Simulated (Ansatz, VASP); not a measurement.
# Ta2C: VASP beside Ansatz

```
Ta C
1.0
     3.11016    0.00000    0.00000
    -1.55508    2.69348    0.00000
     0.00000    0.00000    4.94230
Ta C
2 1
Cartesian
  0.0000 1.7957 1.2532
  1.5551 0.8978 3.6891
  0.0000 0.0000 0.0000
```

Alike in both runs: functional r2SCAN; k mesh 18 × 18 × 8; occupations gaussian, width 0.1 eV; no spin polarisation.

Ansatz relaxed the structure, and its values are those at the end. VASP's run is a single point on that final structure, the one shown.

|  | VASP | Ansatz |
| --- | --- | --- |
| version | VASP 6.6.1 | Ansatz 0.2.0 |
| potentials or method | VASP PAW PBE potentials, release 64 (Ta_pv, C), cutoff 520 eV | scalar-relativistic, plane waves, PAW |
| valence electrons in the cell | 26 | 30 |

VASP gave:

| Quantity | Value |
| --- | --- |
| gap on the k mesh at the Fermi level (eV) | none |
| pressure (GPa) | 0.9 |
| rms of the force components (eV/Å) | 0.021 |

Task: Estimate Ansatz's values.

Result: gap on the k mesh at the Fermi level (eV): none; pressure (GPa): 0.0; rms of the force components (eV/Å): 0.001.

VASP's potentials were made for PBE, not for r2SCAN. A gap of «none» marks a metal or a gap that the smearing closes. VASP's potentials hold 26 valence electrons a cell and Ansatz's 30, so a difference there can come from the potentials and not from the codes.

Neither program's run includes spin-orbit coupling.
